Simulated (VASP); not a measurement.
# MgO (Fm-3m) in VASP: a series of runs

Aim: see how the results for MgO move with the level of theory and the settings. Levels: PBE, PBEsol+D3(BJ), r2SCAN0+D4. Tasks: single point.

All numbers are computed with VASP 6.6.1; they aren't measurements. Logs are shortened: lines on timing, memory, paths and dates and some standing lists are left out, and cuts for length are marked.

### Step 1. The cell of the first run

It takes space group Fm-3m (No. 225, cubic). Conventional cell: a = 4.194 Å, b = 4.194 Å, c = 4.194 Å, α = 90.00°, β = 90.00°, γ = 90.00°. Mg (site symmetry m-3m) has 6 O at 2.10 Å within 2.8 Å. O (site symmetry m-3m) has 6 Mg at 2.10 Å within 2.8 Å.

### Step 2. Single point, PBE

Input file INCAR:

```
PREC     = Accurate       # precision mode
ENCUT    = 520            # plane-wave cutoff, eV
EDIFF    = 1E-7           # SCF threshold, eV
ISMEAR   = 1              # smearing method
SIGMA    = 0.025          # smearing width, eV
LREAL    = F              # projectors in reciprocal space
LASPH    = T              # aspherical terms in the spheres
NELM     = 80             # most SCF steps
ALGO     = Normal         # electronic algorithm
ISIF     = 2              # what is computed and relaxed
LWAVE    = F              # write WAVECAR
LCHARG   = T              # write CHGCAR
GGA      = PE             # functional
LELF     = T              # ELF
LVHAR    = T            
NBANDS   = 11             # bands
```

Input file KPOINTS:

```
regular mesh
0
Gamma
  11 11 11
```

Input file POSCAR:

```
MgO
1.0
    0.0000000000      2.0970013927      2.0970013927
    2.0970013927      0.0000000000      2.0970013927
    2.0970013927      2.0970013927      0.0000000000
Mg O
1 1
Direct
    0.0000000000      0.0000000000      0.0000000000
    0.5000000000      0.5000000000      0.5000000000
```

Potentials or basis: VASP PAW PBE potentials, release 64 (Mg, O).

The run is started by

```
$ cat potpaw_PBE.64/Mg/POTCAR potpaw_PBE.64/O/POTCAR > POTCAR
$ mpirun -np 1 vasp_std > vasp.out
```

OUTCAR:

```text
PREC = Accurate
   ENCUT = 520
   EDIFF = 1E-7
   ISMEAR = 1
   LREAL = F
   LASPH = T
   NELM = 80
   ISIF = 2
   GGA = PE

 ion  position               nearest neighbor table
   1  0.000  0.000  0.000-   2 2.10   2 2.10   2 2.10   2 2.10   2 2.10   2 2.10
   2  0.500  0.500  0.500-   1 2.10   1 2.10   1 2.10   1 2.10   1 2.10   1 2.10

  LATTYP: Found a face centered cubic cell.
 ALAT       =     4.1940027854

  Lattice vectors:

 A1 = (   0.0000000000,   2.0970013927,   2.0970013927)
 A2 = (   2.0970013927,   0.0000000000,   2.0970013927)
 A3 = (   2.0970013927,   2.0970013927,   0.0000000000)

Analysis of symmetry for initial positions (statically):
=====================================================================
 Subroutine PRICEL returns:
 Original cell was already a primitive cell.

 Routine SETGRP: Setting up the symmetry group for a
 face centered cubic supercell.

 Subroutine GETGRP returns: Found 48 space group operations
 (whereof 48 operations were pure point group operations)
 out of a pool of 48 trial point group operations.

The static configuration has the point symmetry O_h .

Analysis of symmetry for dynamics (positions and initial velocities):
=====================================================================
 Subroutine PRICEL returns:
 Original cell was already a primitive cell.

 Routine SETGRP: Setting up the symmetry group for a
 face centered cubic supercell.

 Subroutine GETGRP returns: Found 48 space group operations
 (whereof 48 operations were pure point group operations)
 out of a pool of 48 trial point group operations.

The dynamic configuration has the point symmetry O_h .

 Subroutine INISYM returns: Found 48 space group operations
 (whereof 48 operations are pure point group operations),
 and found     1 'primitive' translations

----------------------------------------------------------------------------------------

                                     Primitive cell

  volume of cell :      18.4428

  direct lattice vectors                    reciprocal lattice vectors
     0.000000000  2.097001393  2.097001393    -0.238435702  0.238435702  0.238435702
     2.097001393  0.000000000  2.097001393     0.238435702 -0.238435702  0.238435702
     2.097001393  2.097001393  0.000000000     0.238435702  0.238435702 -0.238435702

  length of vectors
     2.965607810  2.965607810  2.965607810     0.412982751  0.412982751  0.412982751

  position of ions in fractional coordinates (direct lattice)
     0.000000000  0.000000000  0.000000000
     0.500000000  0.500000000  0.500000000

  ion indices of the primitive-cell ions
   primitive index   ion index
                 1           1
                 2           2

----------------------------------------------------------------------------------------

 KPOINTS: regular mesh

Automatic generation of k-mesh.
 Grid dimensions read from file:
 generate k-points for:   11   11   11

 Generating k-lattice:

  Cartesian coordinates                     Fractional coordinates (reciprocal lattice)
    -0.021675973  0.021675973  0.021675973     0.090909091  0.000000000  0.000000000
     0.021675973 -0.021675973  0.021675973     0.000000000  0.090909091  0.000000000
     0.021675973  0.021675973 -0.021675973     0.000000000  0.000000000  0.090909091

  Length of vectors
     0.037543886  0.037543886  0.037543886

  Shift w.r.t. Gamma in fractional coordinates (k-lattice)
     0.000000000  0.000000000  0.000000000

 Subroutine IBZKPT returns following result:
 ===========================================

 Found     56 irreducible k-points:

 Following reciprocal coordinates:
            Coordinates               Weight
  0.000000  0.000000  0.000000      1.000000
  0.090909  0.000000  0.000000      8.000000
  0.181818  0.000000  0.000000      8.000000
  0.272727  0.000000  0.000000      8.000000
  0.363636  0.000000  0.000000      8.000000
  0.454545  0.000000  0.000000      8.000000
[... 16 lines left out ...]
 -0.272727  0.181818  0.000000     24.000000
 -0.181818  0.181818  0.000000     12.000000
 [... further k-points ...]
   k-points           NKPTS =     56   k-points in BZ     NKDIM =     56   number of bands    NBANDS=     11
   number of dos      NEDOS =    301   number of ions     NIONS =      2
   total plane-waves  NPLWV =  13824
   dimension x,y,z NGX =    24 NGY =   24 NGZ =   24
   dimension x,y,z NGXF=    48 NGYF=   48 NGZF=   48
   ions per type =               1   1
   NGX,Y,Z   is equivalent  to a cutoff of  13.45, 13.45, 13.45 a.u.
   NGXF,Y,Z  is equivalent  to a cutoff of  26.91, 26.91, 26.91 a.u.
 SYSTEM =  unknown system
   PREC   = accura    normal or accurate (medium, high low for compatibility)
   ISTART =      0    job   : 0-new  1-cont  2-samecut
   ICHARG =      2    charge: 1-file 2-atom 10-const
   ISPIN  =      1    spin polarized calculation?
   LNONCOLLINEAR =      F non collinear calculations
   LSORBIT =      F    spin-orbit coupling
   LASPH  =      T    aspherical Exc in radial PAW
   ENCUT  =  520.0 eV  38.22 Ry    6.18 a.u.   5.51  5.51  5.51*2*pi/ulx,y,z
   NELM   =     80;   NELMIN=  2; NELMDL= -5     # of ELM steps
   EDIFF  = 0.1E-06   stopping-criterion for ELM
   LREAL  =      F    real-space projection
   EDIFFG = 0.1E-05   stopping-criterion for IOM
   NSW    =      0    number of steps for IOM
   IBRION =     -1    ionic relax: 0-MD 1-quasi-New 2-CG
   NFREE  =      0    steps in history (QN), initial steepest desc. (CG)
   ISIF   =      2    stress and relaxation
   ISYM   =      2    0-nonsym 1-usesym 2-fastsym
   POTIM  = 0.5000    time-step for ionic-motion
   TEBEG  =    0.0;   TEEND  =   0.0 temperature during run
   PSTRESS=    0.0 pullay stress
   NELECT =       8.0000    total number of electrons
   NUPDOWN=      -1.0000    fix difference up-down
   EMIN   =  10.00;   EMAX   =-10.00  energy-range for DOS
   EFERMI =   0.00;   METHOD = LEGACY
   ISMEAR =     1;   SIGMA  =   0.03  broadening in eV -4-tet -1-fermi 0-gaus
   EFERMI_NEDOS =   21; number of points for ismear=-14 and -15
   IALGO  =     38    algorithm
   IMIX   =      4    mixing-type and parameters
     AMIX     =   0.40;   BMIX     =  1.00
     AMIX_MAG =   1.60;   BMIX_MAG =  1.00
  volume/ion in A,a.u.               =       9.22        62.23
  Fermi-wavevector in a.u.,A,eV,Ry     =   1.239261  2.341864 20.895389  1.535768
  Thomas-Fermi vector in A             =   2.373752
   LORBIT       =      0    0 simple, 1 ext, 2 COOP (PROOUT), +10 PAW based schemes
   GGA     = PE    functional components
   LHFCALC =     F    Hartree Fock is set to
   AEXX    =    0.0000 exact exchange contribution
   IVDW    =     0    specifies the selected vdW correction
   LEPSILON=     F    determine dielectric tensor
   LRPA    =     F    only Hartree local field effects (RPA)
 non-spin polarized calculation
 Methfessel and Paxton  Order N= 1 SIGMA  =   0.03
  energy-cutoff  :      520.00
  volume of cell :       18.44
 maximum number of plane-waves:       531
 NGX is ok and might be reduce to    24
   NGX = 11   NGY = 11   NGZ = 11

 number of electron       8.0000004 magnetization

 Free energy of the ion-electron system (eV)
  ---------------------------------------------------
  ext. energy  EPLUGINS =         0.00000000
  ---------------------------------------------------
  free energy    TOTEN  =       -11.89768796 eV

  energy without entropy =      -11.89769129  energy(sigma->0) =      -11.89768907

 E-fermi :   3.3053     XC(G=0): -11.1399

 val. band max:        3.2843121517   @ k =   0.0000   0.0000   0.0000
 cond. band min:       8.1372994162   @ k =   0.0000   0.0000   0.0000
 fundamental gap:      4.8529872644
 Fermi energy:         3.3053337616

 k-point     1 :       0.0000    0.0000    0.0000
  band No.  band energies     occupation
      1     -14.0458      2.00000
      2       3.2843      1.99957
      3       3.2843      1.99955
      4       3.2843      1.99955
      5       8.1373      0.00000
      6      19.1572      0.00000
      7      19.1572      0.00000
      8      19.1572      0.00000
      9      23.1080      0.00000
     10      24.8974      0.00000
     11      24.8974      0.00000

 k-point     2 :       0.0909    0.0000    0.0000
  band No.  band energies     occupation
      1     -13.9561      2.00000
      2       2.7318      2.00000
      3       3.2268      2.00008
      4       3.2268      2.00008
      5       8.6682      0.00000
      6      18.0633      0.00000
      7      19.3621      0.00000
      8      19.3621      0.00000
      9      24.2781      0.00000
     10      24.2781      0.00000
     11      24.5764      0.00000

 k-point     3 :       0.1818    0.0000    0.0000
  band No.  band energies     occupation
      1     -13.7052      2.00000
      2       1.5529      2.00000
      3       3.0768      2.00000
      4       3.0768      2.00000
      5       9.7432      0.00000
      6      16.6179      0.00000
      7      19.8202      0.00000
      8      19.8202      0.00000
      9      23.5596      0.00000
     10      23.5596      0.00000
     11      25.7901      0.00000

 k-point     4 :       0.2727    0.0000    0.0000
  band No.  band energies     occupation
      1     -13.3506      2.00000
      2       0.2995      2.00000
      3       2.8890      2.00000
      4       2.8890      2.00000
      5      10.6896      0.00000
      6      15.8180      0.00000
      7      20.0595      0.00000
      8      20.0595      0.00000
      9      23.6990      0.00000
     10      23.6990      0.00000
     11      25.3354      0.00000
[... 239 lines left out ...]
 k-point    22 :      -0.3636    0.1818    0.0000
  band No.  band energies     occupation
      1     -12.6869      2.00000
      2      -0.7711      2.00000
      3       1.5308      2.00000
      4       2.5337      2.00000
      5      12.5916      0.00000
      6      15.6087      0.00000
      7      17.5220      0.00000
      8      20.5258      0.00000
      9      24.2946      0.00000
     10      24.8673      0.00000
     11      28.0885      0.00000

 k-point    23 :      -0.2727    0.1818    0.0000
  band No.  band energies     occupation
      1     -12.9286      2.00000
      2      -0.2586      2.00000
      3       1.7105      2.00000
      4       2.7119      2.00000
      5      12.2957      0.00000
      6      15.2667      0.00000
      7      18.0880      0.00000
      8      20.8219      0.00000
      9      22.9725      0.00000
     10      24.8106      0.00000
     11      28.2219      0.00000

 k-point    24 :      -0.1818    0.1818    0.0000
  band No.  band energies     occupation
      1     -13.2443      2.00000
      2       0.4002      2.00000
      3       2.1551      2.00000
      4       2.9023      2.00000
      5      11.4461      0.00000
      6      15.4012      0.00000
      7      18.9006      0.00000
      8      21.3903      0.00000
      9      21.4227      0.00000
     10      24.6943      0.00000
     11      28.0453      0.00000

 [... further k-points ...]

------------------------ aborting loop because EDIFF is reached ----------------------------------------

  FORCE on cell =-STRESS in cart. coord.  units (eV):
  Direction    XX          YY          ZZ          XY          YZ          ZX
  --------------------------------------------------------------------------------------
  -------------------------------------------------------------------------------------
  Total        0.7127078      0.7127078      0.7127078      0.0000000      0.0000000      0.0000000
  in kB       61.9150134     61.9150134     61.9150134      0.0000000      0.0000000      0.0000000
  external PRESSURE =      61.9150134 kB  Pullay stress =       0.0000000 kB

 VOLUME and BASIS-vectors are now :
 -----------------------------------------------------------------------------
  energy-cutoff  :      520.00
  volume of cell :       18.44
      direct lattice vectors                 reciprocal lattice vectors
     0.000000000  2.097001393  2.097001393    -0.238435702  0.238435702  0.238435702
     2.097001393  0.000000000  2.097001393     0.238435702 -0.238435702  0.238435702
     2.097001393  2.097001393  0.000000000     0.238435702  0.238435702 -0.238435702

 POSITION                                       TOTAL-FORCE (eV/Angst)
 -----------------------------------------------------------------------------------
      0.00000      0.00000      0.00000        -0.000000     -0.000000      0.000000
      2.09700      2.09700      2.09700         0.000000      0.000000      0.000000
 -----------------------------------------------------------------------------------
    total drift:                               -0.000000     -0.000000      0.000000

  FREE ENERGIE OF THE ION-ELECTRON SYSTEM (eV)
  ---------------------------------------------------
  free  energy   TOTEN  =       -11.8976879577 eV

  energy  without entropy=      -11.8976912860  energy(sigma->0) =      -11.89768907
```

It took 18 s on 1 thread of AMD EPYC 7R13 (Zen 3), shared host; peak memory 0.11 GiB.

What came out:

```
Free energy            : -11.8977 eV
Pressure               : 6.2 GPa
Band gap on the k mesh : 4.85 eV, direct
```

Levels at points of the mesh, in eV from the valence-band top:
```csv
k point,band 2,band 3,band 4,band 5,band 6,band 7
"(0.00, 0.00, 0.00)",0.00,0.00,0.00,4.85,15.87,15.87
```

As with any semilocal functional, this PBE gap is likely too small.

(Continued in part 2 of 2.)
